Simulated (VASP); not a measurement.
# CuGe2 (I4/mmm) in VASP: further runs

CuGe2 is run at these levels: PBE; tasks: single point.

Program: VASP 6.6.1. These are calculated values, not measurements. Logs are shortened: lines on timing, memory, paths and dates and some standing lists are left out, and cuts for length are marked.

## Step 1: The cell of the first run

The structure is tetragonal, space group I4/mmm (No. 139). Conventional cell: a = 2.869 Å, b = 2.869 Å, c = 12.263 Å, α = 90.00°, β = 90.00°, γ = 90.00°. Within 3.5 Å of Cu (site symmetry 4/mmm) lie 8 Ge at 2.68 Å and 4 Cu at 2.87 Å. Ge (site symmetry 4mm) has 4 Cu at 2.68 Å and 9 Ge at 2.87 to 3.51 Å within 3.6 Å.

## Step 2: Single point, PBE

The input, INCAR:

```
  ALGO = Normal
  EDIFF = 1E-6
  ENCUT = 520
  GGA = PE
  ISIF = 2
  ISMEAR = 0
  LASPH = True
  LCHARG = False
  LREAL = False
  LWAVE = False
  NBANDS = 26
  NELM = 100
  PREC = Accurate
  SIGMA = 0.1
```

The input, KPOINTS:

```
k-points
0
Gamma
  20 20 20
```

The input, POSCAR:

```
CuGe2
1.0
   -1.4343479513      1.4343479513      6.1317479315
    1.4343479513     -1.4343479513      6.1317479315
    1.4343479513      1.4343479513     -6.1317479315
Cu Ge
1 2
Direct
    0.0000000000      0.0000000000      0.0000000000
    0.3567141321      0.3567141321      0.0000000000
    0.6432858679      0.6432858679      0.0000000000
```

Potentials or basis: VASP PAW PBE potentials, release 64 (Cu, Ge_d).

The run is started by

```bash
> cat potpaw_PBE.64/Cu/POTCAR potpaw_PBE.64/Ge_d/POTCAR > POTCAR
> mpirun -np 1 vasp_std > vasp.out
```

OUTCAR:

```text
EDIFF = 1E-6
   ENCUT = 520
   GGA = PE
   ISIF = 2
   ISMEAR = 0
   LASPH = True
   LREAL = False
   NELM = 100
   PREC = Accurate

 ion  position               nearest neighbor table
   1  0.000  0.000  0.000-   3 2.68   3 2.68   3 2.68   2 2.68   3 2.68   2 2.68   2 2.68   2 2.68

   2  0.357  0.357  0.000-   1 2.68   1 2.68   1 2.68   1 2.68
   3  0.643  0.643  0.000-   1 2.68   1 2.68   1 2.68   1 2.68

  LATTYP: Found a body centered tetragonal cell.
 ALAT       =     2.8686959026
 C/A-ratio  =     4.2749375603

  Lattice vectors:

 A1 = (  -1.4343479513,   1.4343479513,   6.1317479315)
 A2 = (   1.4343479513,  -1.4343479513,   6.1317479315)
 A3 = (   1.4343479513,   1.4343479513,  -6.1317479315)

Analysis of symmetry for initial positions (statically):
=====================================================================
 Subroutine PRICEL returns:
 Original cell was already a primitive cell.

 Routine SETGRP: Setting up the symmetry group for a
 body centered tetragonal supercell.

 Subroutine GETGRP returns: Found 16 space group operations
 (whereof 16 operations were pure point group operations)
 out of a pool of 16 trial point group operations.

The static configuration has the point symmetry D_4h.

Analysis of symmetry for dynamics (positions and initial velocities):
=====================================================================
 Subroutine PRICEL returns:
 Original cell was already a primitive cell.

 Routine SETGRP: Setting up the symmetry group for a
 body centered tetragonal supercell.

 Subroutine GETGRP returns: Found 16 space group operations
 (whereof 16 operations were pure point group operations)
 out of a pool of 16 trial point group operations.

The dynamic configuration has the point symmetry D_4h.

 Subroutine INISYM returns: Found 16 space group operations
 (whereof 16 operations are pure point group operations),
 and found     1 'primitive' translations

----------------------------------------------------------------------------------------

                                     Primitive cell

  volume of cell :      50.4607

  direct lattice vectors                    reciprocal lattice vectors
    -1.434347951  1.434347951  6.131747931     0.000000000  0.348590452  0.081542817
     1.434347951 -1.434347951  6.131747931     0.348590452  0.000000000  0.081542817
     1.434347951  1.434347951 -6.131747931     0.348590452  0.348590452  0.000000000

  length of vectors
     6.458563369  6.458563369  6.458563369     0.358000746  0.358000746  0.492981344

  position of ions in fractional coordinates (direct lattice)
     0.000000000  0.000000000  0.000000000
     0.356714132  0.356714132  0.000000000
     0.643285868  0.643285868  0.000000000

  ion indices of the primitive-cell ions
   primitive index   ion index
                 1           1
                 2           2
                 3           3

----------------------------------------------------------------------------------------

 KPOINTS: k-points

Automatic generation of k-mesh.
 Grid dimensions read from file:
 generate k-points for:   20   20   20

 Generating k-lattice:

  Cartesian coordinates                     Fractional coordinates (reciprocal lattice)
     0.000000000  0.017429523  0.004077141     0.050000000  0.000000000  0.000000000
     0.017429523  0.000000000  0.004077141     0.000000000  0.050000000  0.000000000
     0.017429523  0.017429523  0.000000000     0.000000000  0.000000000  0.050000000

  Length of vectors
     0.017900037  0.017900037  0.024649067

  Shift w.r.t. Gamma in fractional coordinates (k-lattice)
     0.000000000  0.000000000  0.000000000

 Subroutine IBZKPT returns following result:
 ===========================================

 Found    641 irreducible k-points:

 Following reciprocal coordinates:
            Coordinates               Weight
  0.000000  0.000000  0.000000      1.000000
  0.050000 -0.000000  0.000000      8.000000
  0.100000 -0.000000  0.000000      8.000000
  0.150000 -0.000000  0.000000      8.000000
  0.200000 -0.000000  0.000000      8.000000
  0.250000 -0.000000  0.000000      8.000000
[... 16 lines left out ...]
 -0.400000  0.050000  0.000000     16.000000
 -0.350000  0.050000 -0.000000     16.000000
 [... further k-points ...]
   k-points           NKPTS =    641   k-points in BZ     NKDIM =    641   number of bands    NBANDS=     26
   number of dos      NEDOS =    301   number of ions     NIONS =      3
   total plane-waves  NPLWV = 110592
   dimension x,y,z NGX =    48 NGY =   48 NGZ =   48
   dimension x,y,z NGXF=    96 NGYF=   96 NGZF=   96
   ions per type =               1   2
   NGX,Y,Z   is equivalent  to a cutoff of  12.36, 12.36, 12.36 a.u.
   NGXF,Y,Z  is equivalent  to a cutoff of  24.71, 24.71, 24.71 a.u.
 SYSTEM =  unknown system
   PREC   = accura    normal or accurate (medium, high low for compatibility)
   ISTART =      0    job   : 0-new  1-cont  2-samecut
   ICHARG =      2    charge: 1-file 2-atom 10-const
   ISPIN  =      1    spin polarized calculation?
   LNONCOLLINEAR =      F non collinear calculations
   LSORBIT =      F    spin-orbit coupling
   LASPH  =      T    aspherical Exc in radial PAW
   ENCUT  =  520.0 eV  38.22 Ry    6.18 a.u.  12.01 12.01 12.01*2*pi/ulx,y,z
   NELM   =    100;   NELMIN=  2; NELMDL= -5     # of ELM steps
   EDIFF  = 0.1E-05   stopping-criterion for ELM
   LREAL  =      F    real-space projection
   EDIFFG = 0.1E-04   stopping-criterion for IOM
   NSW    =      0    number of steps for IOM
   IBRION =     -1    ionic relax: 0-MD 1-quasi-New 2-CG
   NFREE  =      0    steps in history (QN), initial steepest desc. (CG)
   ISIF   =      2    stress and relaxation
   ISYM   =      2    0-nonsym 1-usesym 2-fastsym
   POTIM  = 0.5000    time-step for ionic-motion
   TEBEG  =    0.0;   TEEND  =   0.0 temperature during run
   PSTRESS=    0.0 pullay stress
   NELECT =      39.0000    total number of electrons
   NUPDOWN=      -1.0000    fix difference up-down
   EMIN   =  10.00;   EMAX   =-10.00  energy-range for DOS
   EFERMI =   0.00;   METHOD = LEGACY
   ISMEAR =     0;   SIGMA  =   0.10  broadening in eV -4-tet -1-fermi 0-gaus
   EFERMI_NEDOS =   21; number of points for ismear=-14 and -15
   IALGO  =     38    algorithm
   IMIX   =      4    mixing-type and parameters
     AMIX     =   0.40;   BMIX     =  1.00
     AMIX_MAG =   1.60;   BMIX_MAG =  1.00
  volume/ion in A,a.u.               =      16.82       113.51
  Fermi-wavevector in a.u.,A,eV,Ry     =   1.502376  2.839079 30.710161  2.257133
  Thomas-Fermi vector in A             =   2.613624
   LORBIT       =      0    0 simple, 1 ext, 2 COOP (PROOUT), +10 PAW based schemes
   GGA     = PE    functional components
   LHFCALC =     F    Hartree Fock is set to
   AEXX    =    0.0000 exact exchange contribution
   IVDW    =     0    specifies the selected vdW correction
   LEPSILON=     F    determine dielectric tensor
   LRPA    =     F    only Hartree local field effects (RPA)
 non-spin polarized calculation
 Gauss-broadening in eV      SIGMA  =   0.10
  energy-cutoff  :      520.00
  volume of cell :       50.46
 maximum number of plane-waves:      1382
   NGX = 23   NGY = 23   NGZ = 23

 number of electron      38.9999995 magnetization

 Free energy of the ion-electron system (eV)
  ---------------------------------------------------
  ext. energy  EPLUGINS =         0.00000000
  ---------------------------------------------------
  free energy    TOTEN  =       -12.17924688 eV

  energy without entropy =      -12.17336199  energy(sigma->0) =      -12.17630444

 E-fermi :   6.8159     XC(G=0): -11.5174

 val. band max:        6.8152161766   @ k =   0.5000   0.3500   0.0500
 cond. band min:       6.8184073453   @ k =  -0.4500   0.4500   0.2000
 fundamental gap:      0.0031911687
 Fermi energy:         6.8158722714

 k-point     1 :       0.0000    0.0000    0.0000
  band No.  band energies     occupation
      1     -17.8984      2.00000
      2     -17.8923      2.00000
      3     -17.8320      2.00000
      4     -17.8253      2.00000
      5     -17.7784      2.00000
      6     -17.7784      2.00000
[... 18 lines left out ...]
     25      15.9440      0.00000
     26      16.6839      0.00000

 k-point     2 :       0.0500   -0.0000    0.0000
  band No.  band energies     occupation
      1     -17.8961      2.00000
      2     -17.8900      2.00000
      3     -17.8311      2.00000
      4     -17.8242      2.00000
      5     -17.7794      2.00000
      6     -17.7782      2.00000
[... 18 lines left out ...]
     25      16.2305      0.00000
     26      17.1543      0.00000

 k-point     3 :       0.1000   -0.0000    0.0000
  band No.  band energies     occupation
      1     -17.8898      2.00000
      2     -17.8840      2.00000
      3     -17.8281      2.00000
      4     -17.8209      2.00000
      5     -17.7824      2.00000
      6     -17.7777      2.00000
[... 18 lines left out ...]
     25      16.4445      0.00000
     26      17.3028      0.00000

 k-point     4 :       0.1500   -0.0000    0.0000
  band No.  band energies     occupation
      1     -17.8810      2.00000
      2     -17.8757      2.00000
      3     -17.8224      2.00000
      4     -17.8149      2.00000
      5     -17.7869      2.00000
      6     -17.7769      2.00000
[... 18 lines left out ...]
     25      16.6398      0.00000
     26      17.1640      0.00000

 k-point     5 :       0.2000   -0.0000    0.0000
  band No.  band energies     occupation
      1     -17.8718      2.00000
      2     -17.8673      2.00000
      3     -17.8136      2.00000
      4     -17.8065      2.00000
      5     -17.7917      2.00000
      6     -17.7812      2.00000
[... 18 lines left out ...]
     25      15.9138      0.00000
     26      16.9085      0.00000

 k-point     6 :       0.2500   -0.0000    0.0000
  band No.  band energies     occupation
      1     -17.8641      2.00000
      2     -17.8606      2.00000
      3     -17.8045      2.00000
      4     -17.8032      2.00000
      5     -17.7892      2.00000
      6     -17.7845      2.00000
[... 427 lines left out ...]
 k-point    21 :       0.5000    0.0500    0.0000
  band No.  band energies     occupation
      1     -17.8487      2.00000
      2     -17.8447      2.00000
      3     -17.8248      2.00000
      4     -17.8185      2.00000
      5     -17.7924      2.00000
      6     -17.7921      2.00000
[... 18 lines left out ...]
     25      14.7656      0.00000
     26      18.2052      0.00000

 k-point    22 :      -0.4500    0.0500   -0.0000
  band No.  band energies     occupation
      1     -17.8490      2.00000
      2     -17.8452      2.00000
      3     -17.8234      2.00000
      4     -17.8176      2.00000
      5     -17.7916      2.00000
      6     -17.7910      2.00000
[... 18 lines left out ...]
     25      14.7470      0.00000
     26      17.7971      0.00000

 k-point    23 :      -0.4000    0.0500    0.0000
  band No.  band energies     occupation
      1     -17.8500      2.00000
      2     -17.8465      2.00000
      3     -17.8200      2.00000
      4     -17.8146      2.00000
      5     -17.7891      2.00000
      6     -17.7881      2.00000
[... 18 lines left out ...]
     25      14.5494      0.00000
     26      17.1828      0.00000

 k-point    24 :      -0.3500    0.0500   -0.0000
  band No.  band energies     occupation
      1     -17.8519      2.00000
      2     -17.8490      2.00000
      3     -17.8148      2.00000
      4     -17.8098      2.00000
      5     -17.7850      2.00000
      6     -17.7838      2.00000
[... 18 lines left out ...]
     25      14.5927      0.00000
     26      16.5342      0.00000

 [... further k-points ...]

------------------------ aborting loop because EDIFF is reached ----------------------------------------

  FORCE on cell =-STRESS in cart. coord.  units (eV):
  Direction    XX          YY          ZZ          XY          YZ          ZX
  --------------------------------------------------------------------------------------
  -------------------------------------------------------------------------------------
  Total        0.0190472      0.0190472      0.0308281      0.0000000     -0.0000000      0.0000000
  in kB        0.6047677      0.6047677      0.9788240      0.0000000     -0.0000000      0.0000000
  external PRESSURE =       0.7294531 kB  Pullay stress =       0.0000000 kB

 VOLUME and BASIS-vectors are now :
 -----------------------------------------------------------------------------
  energy-cutoff  :      520.00
  volume of cell :       50.46
      direct lattice vectors                 reciprocal lattice vectors
    -1.434347951  1.434347951  6.131747931     0.000000000  0.348590452  0.081542817
     1.434347951 -1.434347951  6.131747931     0.348590452  0.000000000  0.081542817
     1.434347951  1.434347951 -6.131747931     0.348590452  0.348590452  0.000000000

 POSITION                                       TOTAL-FORCE (eV/Angst)
 -----------------------------------------------------------------------------------
      0.00000      0.00000      0.00000         0.000000      0.000000      0.000000
      0.00000      0.00000      4.37456        -0.000000     -0.000000     -0.025844
      0.00000      0.00000      7.88893         0.000000      0.000000      0.025844
 -----------------------------------------------------------------------------------
    total drift:                                0.000000     -0.000000      0.000000

  FREE ENERGIE OF THE ION-ELECTRON SYSTEM (eV)
  ---------------------------------------------------
  free  energy   TOTEN  =       -12.1792468788 eV

  energy  without entropy=      -12.1733619918  energy(sigma->0) =      -12.17630444
```

Run time: 25 min. Hardware: 1 thread of AMD EPYC 9R45 (Zen 5), shared host; peak memory 0.89 GiB.

Results:

| Item | Value |
| --- | --- |
| Free energy | -12.1792 eV |
| Pressure | 0.1 GPa |
| Largest force | 0.026 eV/Å |
| Band gap on the k mesh | zero (an odd number of electrons rules out a gap without spin polarisation) |

Forces on the atoms (eV/Å):
```
Cu   0.000  0.000  0.000
Ge   0.000  0.000 -0.026
Ge   0.000  0.000  0.026
```

## Step 3: Single point, PBE

The input, INCAR:

```
PREC = Accurate
ENCUT = 520
EDIFF = 1E-6
ISMEAR = -1
SIGMA = 0.15
LREAL = F
LASPH = T
NELM = 100
ALGO = Normal
ISIF = 2
LWAVE = F
LCHARG = F
GGA = PE
NBANDS = 26
```

The input, KPOINTS:

```
regular mesh
0
Gamma
  20 20 20
```

The input, POSCAR:

```
CuGe2
1.0
   -1.4379519920      1.4379519920      6.1025223899
    1.4379519920     -1.4379519920      6.1025223899
    1.4379519920      1.4379519920     -6.1025223899
Cu Ge
1 2
Direct
    0.0000000000      0.0000000000      0.0000000000
    0.3562803442      0.3562803442      0.0000000000
    0.6437196558      0.6437196558      0.0000000000
```

Potentials or basis: VASP PAW PBE potentials, release 64 (Cu, Ge_d).

The run is started by

```bash
> cat potpaw_PBE.64/Cu/POTCAR potpaw_PBE.64/Ge_d/POTCAR > POTCAR
> mpirun -np 1 vasp_std > vasp.out
```

Run time: 26 min. Hardware: 1 thread of AMD EPYC 9R45 (Zen 5), shared host; peak memory 0.89 GiB.

It converged, with:

```yaml
Free_energy: -12.2167 eV
Pressure: 0.1 GPa
Largest_force: 0.023 eV/Å
Band_gap_on_the_k_mesh: zero (an odd number of electrons rules out a gap without spin polarisation)
```

Forces in eV/Å, atoms in the order of the input:
```
Cu   0.000  0.000  0.000
Ge   0.000  0.000 -0.023
Ge   0.000  0.000  0.023
```

Levels at points of the mesh, in eV from the Fermi level:
```csv
k point,band 18,band 19,band 20,band 21,band 22,band 23
"(0.00, 0.00, 0.00)",-2.81,2.67,5.56,5.56,5.69,5.69
"(0.50, 0.00, 0.00)",-3.04,-2.19,-1.26,1.13,4.93,6.74
"(0.50, 0.50, 0.00)",-2.48,-2.29,-1.08,0.54,1.56,2.34
"(0.50, 0.50, 0.50)",-2.81,-1.43,4.60,4.60,7.26,7.26
```
